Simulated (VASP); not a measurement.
Set up this calculation in VASP 6.6.1, as the native input.

| Property | Result |
| --- | --- |
| Task | single point |
| Functional | PBE |
| Potentials or basis | VASP PAW PBE potentials, release 64 (Cu) |
| Cutoff | 520 eV |
| k mesh | 14 × 14 × 16 |
| Occupations | gaussian, width 0.1 eV |
| Spin | no spin polarisation |
| Dipole correction | no |
| Further INCAR settings | ALGO = Fast; EDIFF = 1e-06; NBANDS = 18 |

The structure of Cu lies in POSCAR:

```
Cu
1.0
    3.0395937007      0.0000000000      0.0000000000
    0.0000000000      3.0395937007      0.0000000000
    0.0000000000      0.0000000000      2.6404714188
Cu
2
Direct
    0.0000000000      0.0000000000      0.0000000000
    0.5000000000      0.5000000000      0.5000000000
```

This cell differs from its parent crystal: biaxial strain in the a-b plane: +3.0 %, then relaxed in part.

These files were run (other wordings do the same):

INCAR

```
SYSTEM = Cu
  PREC = Accurate
  ENCUT = 520
  EDIFF = 1E-6
  ISMEAR = 0
  SIGMA = 0.1
  LREAL = .False.
  LASPH = .True.
  NELM = 100
  ALGO = Fast
  ISIF = 2
  LWAVE = .False.
  LCHARG = .True.
  GGA = PE
  LELF = .True.
  LVHAR = .True.
  NBANDS = 18
```

KPOINTS

```
regular mesh
0
Gamma
  14 14 16
  0 0 0
```

Potentials or basis: VASP PAW PBE potentials, release 64 (Cu).

Launch:

```console
$ cat potpaw_PBE.64/Cu/POTCAR > POTCAR
$ mpirun -np 1 vasp_std > vasp.out
```

Results of the run:

The pressure is -0.7 GPa and the band gap on the k mesh is zero (band 11 reaches 12.99 eV, above the bottom of band 12 at 5.58 eV).

Caveat: the cell differs from its parent crystal (biaxial strain in the a-b plane: +3.0 %, then relaxed in part).

Run time: 94 s on 1 thread of Intel(R) Xeon(R) Platinum 8259CL CPU @ 2.50GHz (Skylake/Cascade Lake), with other jobs on the host, peak memory 0.22 GiB.
